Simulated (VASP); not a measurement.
Here is a VASP 6.6.1 calculation.

The input INCAR:

```
SYSTEM = HF
  PREC = Accurate
  ENCUT = 1010
  EDIFF = 1E-6
  ISMEAR = -1
  SIGMA = 0.05
  LREAL = .FALSE.
  LASPH = .TRUE.
  NELM = 120
  ALGO = Normal
  ISIF = 2
  LWAVE = .FALSE.
  LCHARG = .TRUE.
  GGA = PE
  IVDW = 12
  LELF = .TRUE.
  LVHAR = .TRUE.
  NBANDS = 36
  GGA_COMPAT = .FALSE.
```

Contents of KPOINTS:

```
regular mesh
0
G
  1 1 1
  0 0 0
```

The input POSCAR:

```
HF
1.0
    6.0767910000      0.0000000000      0.0000000000
    0.0000000000      6.0767910000      0.0000000000
    0.0000000000      0.0000000000      6.0767910000
F H
6 6
Direct
    0.9100691467      0.2055361127      0.7092559214
    1.0194360807      0.9502548302     -0.0071419274
    0.7874715454      0.8480791918      0.3471569123
    0.2099134231      0.2988583942      0.5194517962
    0.4127671990      0.7391894834      1.0916781571
    0.5073895087      0.1071289106      0.3004217193
    1.0254425403      0.2216959576      0.5997573390
    0.9599639020      1.0693637481     -0.1098441595
    0.8820444870      0.8909472121      0.2255302182
    0.3137346669      0.2276530491      0.4180002241
    0.3032850727      0.8342231944      1.0362047995
    0.5831531807     -0.0366476319      0.2945798202
```

Potentials or basis: VASP PAW PBE potentials, release 64 (F_h, H_h).

Run with:

```sh
$ cat potpaw_PBE.64/F_h/POTCAR potpaw_PBE.64/H_h/POTCAR > POTCAR
$ mpirun -np 1 vasp_gam > vasp.out
```

(1) Estimate the dispersion energy per atom.

(2) What does it give for the pressure?

(3) What does it give for the largest force?

Results:

(1) -0.017 eV.

(2) 0.3 GPa.

(3) 1.957 eV/Å.

Caveat: the k points lie up to 1.03 Å⁻¹ apart, too coarse for converged energies, forces and pressures.
